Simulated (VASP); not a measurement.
Set up this calculation in VASP 6.6.1, as the native input.

```
Task                   : single point
Functional             : PBE
Potentials or basis    : VASP PAW PBE potentials, release 64 (H)
Cutoff                 : 520 eV
k mesh                 : 9 × 9 × 6
Occupations            : gaussian, width 0.05 eV
Spin                   : no spin polarisation
Dipole correction      : no
Further INCAR settings : ALGO = Normal; EDIFF = 1e-06; NBANDS = 10
```

The structure of H lies in POSCAR:

```
H
1.0
    3.7441271620      0.0000000000      0.0000000000
   -1.8720635810      3.2425092373      0.0000000000
    0.0000000000      0.0000000000      4.7943284725
H
4
Direct
    0.3333333333      0.6666666667      0.1764958800
    0.6666666667      0.3333333333      0.6764958800
    0.6666666667      0.3333333333      0.8235041200
    0.3333333333      0.6666666667      0.3235041200
```

This cell differs from its parent crystal: strain -0.025 along x and y, -0.050 along z.

The input as run:

INCAR

```
SYSTEM = H
PREC = Accurate
ENCUT = 520
EDIFF = 1E-6
ISMEAR = 0
SIGMA = 0.05
LREAL = .FALSE.
LASPH = .TRUE.
NELM = 100
ALGO = Normal
ISIF = 2
LWAVE = .FALSE.
LCHARG = .FALSE.
GGA = PE
NBANDS = 10
```

KPOINTS

```
Automatic mesh
0
G
  9 9 6
  0 0 0
```

Potentials or basis: VASP PAW PBE potentials, release 64 (H).

Command:

```console
$ cat potpaw_PBE.64/H/POTCAR > POTCAR
$ mpirun -np 1 vasp_std > vasp.out
```

It gave:

```json
{
 "Pressure": "2.3 GPa",
 "Largest force": "1.815 eV/Å",
 "Band gap on the k mesh": "9.86 eV, direct"
}
```

Caveat: the cell differs from its parent crystal (strain -0.025 along x and y, -0.050 along z); forces of over 1 eV/Å act on the atoms, so gaps and moduli don't describe the material at rest.

Wall time 15 s on 1 thread of Intel(R) Xeon(R) Platinum 8375C CPU @ 2.90GHz (Ice Lake), on a shared host, peak memory 0.17 GiB.
